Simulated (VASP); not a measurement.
# Ti (Im-3m) in VASP: a series of runs

The runs below take Ti through single point, with PBEsol.

Everything below comes from runs of VASP 6.6.1. Logs are shortened: lines on timing, memory, paths and dates and some standing lists are left out, and cuts for length are marked.

**1. The cell of the first run**

It takes space group Im-3m (No. 229, cubic). The conventional cell has a = 3.282 Å, b = 3.282 Å, c = 3.282 Å, α = 90.00°, β = 90.00°, γ = 90.00°. Within 3.7 Å of Ti (site symmetry m-3m) lie 14 Ti at 2.84 to 3.28 Å.

**2. Single point, PBEsol**

Input file INCAR:

```
PREC = Accurate ; ENCUT = 520
EDIFF = 1E-7 ; ISMEAR = -1
SIGMA = 0.1 ; LREAL = F
LASPH = T ; NELM = 60
ALGO = Normal ; ISIF = 2
LWAVE = F ; LCHARG = F
GGA = PS ; NBANDS = 12
```

Input file KPOINTS:

```
Automatic mesh
0
Gamma
  8 8 8
```

Input file POSCAR:

```
Ti
1.0
   -1.6410000000      1.6410000000      1.6410000000
    1.6410000000     -1.6410000000      1.6410000000
    1.6410000000      1.6410000000     -1.6410000000
Ti
1
Direct
    0.0000000000      0.0000000000      0.0000000000
```

Potentials or basis: VASP PAW PBE potentials, release 64 (Ti_sv).

Launch:

```console
$ cat potpaw_PBE.64/Ti_sv/POTCAR > POTCAR
$ mpirun -np 1 vasp_std > vasp.out
```

OUTCAR:

```text
PREC = Accurate
   ENCUT = 520
   EDIFF = 1E-7
   ISMEAR = -1
   LREAL = F
   LASPH = T
   NELM = 60
   ISIF = 2
   GGA = PS

 ion  position               nearest neighbor table
   1  0.000  0.000  0.000-

  LATTYP: Found a body centered cubic cell.
 ALAT       =     3.2820000000

  Lattice vectors:

 A1 = (  -1.6410000000,   1.6410000000,   1.6410000000)
 A2 = (   1.6410000000,  -1.6410000000,   1.6410000000)
 A3 = (   1.6410000000,   1.6410000000,  -1.6410000000)

Analysis of symmetry for initial positions (statically):
=====================================================================
 Subroutine PRICEL returns:
 Original cell was already a primitive cell.

 Routine SETGRP: Setting up the symmetry group for a
 body centered cubic supercell.

 Subroutine GETGRP returns: Found 48 space group operations
 (whereof 48 operations were pure point group operations)
 out of a pool of 48 trial point group operations.

The static configuration has the point symmetry O_h .

Analysis of symmetry for dynamics (positions and initial velocities):
=====================================================================
 Subroutine PRICEL returns:
 Original cell was already a primitive cell.

 Routine SETGRP: Setting up the symmetry group for a
 body centered cubic supercell.

 Subroutine GETGRP returns: Found 48 space group operations
 (whereof 48 operations were pure point group operations)
 out of a pool of 48 trial point group operations.

The dynamic configuration has the point symmetry O_h .

 Subroutine INISYM returns: Found 48 space group operations
 (whereof 48 operations are pure point group operations),
 and found     1 'primitive' translations

----------------------------------------------------------------------------------------

                                     Primitive cell

  volume of cell :      17.6761

  direct lattice vectors                    reciprocal lattice vectors
    -1.641000000  1.641000000  1.641000000     0.000000000  0.304692261  0.304692261
     1.641000000 -1.641000000  1.641000000     0.304692261  0.000000000  0.304692261
     1.641000000  1.641000000 -1.641000000     0.304692261  0.304692261  0.000000000

  length of vectors
     2.842295375  2.842295375  2.842295375     0.430899928  0.430899928  0.430899928

  position of ions in fractional coordinates (direct lattice)
     0.000000000  0.000000000  0.000000000

  ion indices of the primitive-cell ions
   primitive index   ion index
                 1           1

----------------------------------------------------------------------------------------

 KPOINTS: Automatic mesh

Automatic generation of k-mesh.
 Grid dimensions read from file:
 generate k-points for:    8    8    8

 Generating k-lattice:

  Cartesian coordinates                     Fractional coordinates (reciprocal lattice)
     0.000000000  0.038086533  0.038086533     0.125000000  0.000000000  0.000000000
     0.038086533  0.000000000  0.038086533     0.000000000  0.125000000  0.000000000
     0.038086533  0.038086533  0.000000000     0.000000000  0.000000000  0.125000000

  Length of vectors
     0.053862491  0.053862491  0.053862491

  Shift w.r.t. Gamma in fractional coordinates (k-lattice)
     0.000000000  0.000000000  0.000000000

 Subroutine IBZKPT returns following result:
 ===========================================

 Found     29 irreducible k-points:

 Following reciprocal coordinates:
            Coordinates               Weight
  0.000000  0.000000  0.000000      1.000000
  0.125000  0.000000  0.000000     12.000000
  0.250000  0.000000  0.000000     12.000000
  0.375000  0.000000  0.000000     12.000000
  0.500000  0.000000  0.000000      6.000000
  0.125000  0.125000  0.000000     24.000000
[... 16 lines left out ...]
 -0.250000  0.250000  0.250000      6.000000
 -0.375000  0.375000  0.250000     24.000000
 [... further k-points ...]
   k-points           NKPTS =     29   k-points in BZ     NKDIM =     29   number of bands    NBANDS=     12
   number of dos      NEDOS =    301   number of ions     NIONS =      1
   total plane-waves  NPLWV =  13824
   dimension x,y,z NGX =    24 NGY =   24 NGZ =   24
   dimension x,y,z NGXF=    48 NGYF=   48 NGZF=   48
   ions per type =               1
   NGX,Y,Z   is equivalent  to a cutoff of  14.04, 14.04, 14.04 a.u.
   NGXF,Y,Z  is equivalent  to a cutoff of  28.08, 28.08, 28.08 a.u.
 SYSTEM =  unknown system
   PREC   = accura    normal or accurate (medium, high low for compatibility)
   ISTART =      0    job   : 0-new  1-cont  2-samecut
   ICHARG =      2    charge: 1-file 2-atom 10-const
   ISPIN  =      1    spin polarized calculation?
   LNONCOLLINEAR =      F non collinear calculations
   LSORBIT =      F    spin-orbit coupling
   LASPH  =      T    aspherical Exc in radial PAW
   ENCUT  =  520.0 eV  38.22 Ry    6.18 a.u.   5.28  5.28  5.28*2*pi/ulx,y,z
   NELM   =     60;   NELMIN=  2; NELMDL= -5     # of ELM steps
   EDIFF  = 0.1E-06   stopping-criterion for ELM
   LREAL  =      F    real-space projection
   EDIFFG = 0.1E-05   stopping-criterion for IOM
   NSW    =      0    number of steps for IOM
   IBRION =     -1    ionic relax: 0-MD 1-quasi-New 2-CG
   NFREE  =      0    steps in history (QN), initial steepest desc. (CG)
   ISIF   =      2    stress and relaxation
   ISYM   =      2    0-nonsym 1-usesym 2-fastsym
   POTIM  = 0.5000    time-step for ionic-motion
   TEBEG  =    0.0;   TEEND  =   0.0 temperature during run
   PSTRESS=    0.0 pullay stress
   NELECT =      12.0000    total number of electrons
   NUPDOWN=      -1.0000    fix difference up-down
   EMIN   =  10.00;   EMAX   =-10.00  energy-range for DOS
   EFERMI =   0.00;   METHOD = LEGACY
   ISMEAR =    -1;   SIGMA  =   0.10  broadening in eV -4-tet -1-fermi 0-gaus
   EFERMI_NEDOS =   21; number of points for ismear=-14 and -15
   IALGO  =     38    algorithm
   IMIX   =      4    mixing-type and parameters
     AMIX     =   0.40;   BMIX     =  1.00
     AMIX_MAG =   1.60;   BMIX_MAG =  1.00
  volume/ion in A,a.u.               =      17.68       119.28
  Fermi-wavevector in a.u.,A,eV,Ry     =   1.438821  2.718977 28.166848  2.070205
  Thomas-Fermi vector in A             =   2.557745
   LORBIT       =      0    0 simple, 1 ext, 2 COOP (PROOUT), +10 PAW based schemes
   GGA     = PS    functional components
   LHFCALC =     F    Hartree Fock is set to
   AEXX    =    0.0000 exact exchange contribution
   IVDW    =     0    specifies the selected vdW correction
   LEPSILON=     F    determine dielectric tensor
   LRPA    =     F    only Hartree local field effects (RPA)
 non-spin polarized calculation
  energy-cutoff  :      520.00
  volume of cell :       17.68
 maximum number of plane-waves:       490
 NGX is ok and might be reduce to    24
   NGX = 11   NGY = 11   NGZ = 11

 number of electron      12.0000001 magnetization

 Free energy of the ion-electron system (eV)
  ---------------------------------------------------
  ext. energy  EPLUGINS =         0.00000000
  ---------------------------------------------------
  free energy    TOTEN  =        -8.24964598 eV

  energy without entropy =       -8.17240147  energy(sigma->0) =       -8.21102372

 E-fermi :   7.7830     XC(G=0): -11.5473

 val. band max:        7.7640775082   @ k =  -0.3750   0.3750   0.1250
 cond. band min:       7.8123059780   @ k =   0.5000   0.5000   0.1250
 fundamental gap:      0.0482284698
 Fermi energy:         7.7829596960

 k-point     1 :       0.0000    0.0000    0.0000
  band No.  band energies     occupation
      1     -48.5463      2.00000
      2     -24.5170      2.00000
      3     -24.5170      2.00000
      4     -24.5170      2.00000
      5       1.8619      2.00000
      6       8.7505      0.00013
      7       8.7505      0.00013
      8       8.7505      0.00013
      9      10.4850      0.00000
     10      10.4850      0.00000
     11      25.0715      0.00000
     12      25.0715      0.00000

 k-point     2 :       0.1250    0.0000    0.0000
  band No.  band energies     occupation
      1     -48.5282      2.00000
      2     -24.6149      2.00000
      3     -24.5474      2.00000
      4     -24.5176      2.00000
      5       2.3780      2.00000
      6       8.5247      0.00120
      7       8.6582      0.00032
      8       9.1256      0.00000
      9      10.2671      0.00000
     10      10.5021      0.00000
     11      24.1694      0.00000
     12      24.8721      0.00000

 k-point     3 :       0.2500    0.0000    0.0000
  band No.  band energies     occupation
      1     -48.4842      2.00000
      2     -24.8460      2.00000
      3     -24.6199      2.00000
      4     -24.5190      2.00000
      5       3.7210      2.00000
      6       8.0228      0.16663
      7       8.2310      0.02240
      8      10.1346      0.00000
      9      10.2000      0.00000
     10      10.5838      0.00000
     11      21.3763      0.00000
     12      23.4049      0.00000

 k-point     4 :       0.3750    0.0000    0.0000
  band No.  band energies     occupation
      1     -48.4399      2.00000
      2     -25.0705      2.00000
      3     -24.6915      2.00000
      4     -24.5204      2.00000
      5       5.0360      2.00000
      6       7.5705      1.78648
      7       8.2350      0.02153
      8      10.4104      0.00000
      9      10.7295      0.00000
     10      11.3635      0.00000
     11      18.0471      0.00000
     12      21.7366      0.00000

 k-point     5 :       0.5000    0.0000    0.0000
  band No.  band energies     occupation
      1     -48.4214      2.00000
      2     -25.1617      2.00000
      3     -24.7209      2.00000
      4     -24.5211      2.00000
      5       5.3619      2.00000
      6       7.3951      1.95946
      7       8.8759      0.00004
      8      10.4662      0.00000
      9      10.8122      0.00000
     10      11.9784      0.00000
     11      16.3665      0.00000
     12      21.0736      0.00000

 k-point     6 :       0.1250    0.1250    0.0000
  band No.  band energies     occupation
      1     -48.4971      2.00000
      2     -24.7729      2.00000
      3     -24.5834      2.00000
      4     -24.5404      2.00000
      5       3.3236      2.00000
      6       8.2383      0.02083
      7       8.2567      0.01737
      8       9.8844      0.00000
      9      10.0433      0.00000
     10      10.6363      0.00000
     11      22.7966      0.00000
     12      23.4344      0.00000

 k-point     7 :       0.2500    0.1250   -0.0000
  band No.  band energies     occupation
      1     -48.4529      2.00000
      2     -24.9749      2.00000
      3     -24.6721      2.00000
      4     -24.5506      2.00000
      5       4.7929      2.00000
      6       7.6987      1.39806
      7       7.8909      0.50709
      8      10.1465      0.00000
      9      10.7807      0.00000
     10      11.1591      0.00000
     11      19.7620      0.00000
     12      21.6363      0.00000

 k-point     8 :       0.3750    0.1250    0.0000
  band No.  band energies     occupation
      1     -48.4214      2.00000
      2     -25.1105      2.00000
      3     -24.7424      2.00000
      4     -24.5538      2.00000
      5       5.6256      2.00000
      6       7.4453      1.93392
      7       8.1683      0.04152
      8      10.3862      0.00000
      9      10.9334      0.00000
     10      12.3680      0.00000
     11      16.8237      0.00000
     12      20.5634      0.00000
[... 166 lines left out ...]
 k-point    20 :      -0.3750    0.5000    0.1250
  band No.  band energies     occupation
      1     -48.3996      2.00000
      2     -25.0644      2.00000
      3     -24.8323      2.00000
      4     -24.6329      2.00000
      5       6.2322      2.00000
      6       7.2176      1.99302
      7       8.0435      0.13764
      8       9.9674      0.00000
      9      11.2327      0.00000
     10      13.1017      0.00000
     11      16.9818      0.00000
     12      19.1914      0.00000

 k-point    21 :      -0.3750   -0.3750    0.1250
  band No.  band energies     occupation
      1     -48.3885      2.00000
      2     -24.9795      2.00000
      3     -24.9795      2.00000
      4     -24.6394      2.00000
      5       6.9297      1.99961
      6       6.9297      1.99961
      7       7.5388      1.83995
      8      10.7355      0.00000
      9      10.7355      0.00000
     10      15.6824      0.00000
     11      15.6824      0.00000
     12      16.7723      0.00000

 k-point    22 :       0.2500    0.2500    0.2500
  band No.  band energies     occupation
      1     -48.4120      2.00000
      2     -24.8355      2.00000
      3     -24.8355      2.00000
      4     -24.8355      2.00000
      5       7.1776      1.99531
      6       7.1776      1.99531
      7       7.1776      1.99531
      8      10.8697      0.00000
      9      10.8697      0.00000
     10      16.7184      0.00000
     11      16.7184      0.00000
     12      16.9757      0.00000

 k-point    23 :      -0.2500    0.2500    0.2500
  band No.  band energies     occupation
      1     -48.4312      2.00000
      2     -24.8584      2.00000
      3     -24.7322      2.00000
      4     -24.7322      2.00000
      5       5.1489      2.00000
      6       7.8415      0.71556
      7       9.0488      0.00001
      8       9.0488      0.00001
      9      10.0964      0.00000
     10      11.2911      0.00000
     11      22.5079      0.00000
     12      22.5079      0.00000

 k-point    24 :      -0.3750    0.3750    0.2500
  band No.  band energies     occupation
      1     -48.3934      2.00000
      2     -24.9934      2.00000
      3     -24.8103      2.00000
      4     -24.7513      2.00000
      5       6.0423      2.00000
      6       6.9961      1.99924
      7       9.0637      0.00001
      8       9.5473      0.00000
      9      11.1247      0.00000
     10      12.1448      0.00000
     11      18.7582      0.00000
     12      20.5642      0.00000

 [... further k-points ...]
[... 5 lines left out ...]
  --------------------------------------------------------------------------------------
  -------------------------------------------------------------------------------------
  Total       -0.7326562     -0.7326562     -0.7326562     -0.0000000     -0.0000000      0.0000000
  in kB      -66.4087124    -66.4087124    -66.4087124     -0.0000000     -0.0000000      0.0000000
  external PRESSURE =     -66.4087124 kB  Pullay stress =       0.0000000 kB

 VOLUME and BASIS-vectors are now :
 -----------------------------------------------------------------------------
  energy-cutoff  :      520.00
  volume of cell :       17.68
      direct lattice vectors                 reciprocal lattice vectors
    -1.641000000  1.641000000  1.641000000     0.000000000  0.304692261  0.304692261
     1.641000000 -1.641000000  1.641000000     0.304692261  0.000000000  0.304692261
     1.641000000  1.641000000 -1.641000000     0.304692261  0.304692261  0.000000000

 POSITION                                       TOTAL-FORCE (eV/Angst)
 -----------------------------------------------------------------------------------
      0.00000      0.00000      0.00000        -0.000000     -0.000000     -0.000000
 -----------------------------------------------------------------------------------
    total drift:                               -0.000000      0.000000      0.000000

  FREE ENERGIE OF THE ION-ELECTRON SYSTEM (eV)
  ---------------------------------------------------
  free  energy   TOTEN  =        -8.2496459769 eV

  energy  without entropy=       -8.1724014729  energy(sigma->0) =       -8.21102372
```

Wall time 4.2 s (1 thread of Intel Xeon 6975P-C, shared host); peak memory 0.14 GiB.

What came out:

- Free energy: -8.2496 eV
- Pressure: -6.6 GPa
- Band gap on the k mesh: zero (band 6 reaches 8.75 eV, above the bottom of band 7 at 7.18 eV)

Caveat: the PAW data sets were made with another functional, which shifts forces and pressure a little.

(Continued in part 2 of 2.)
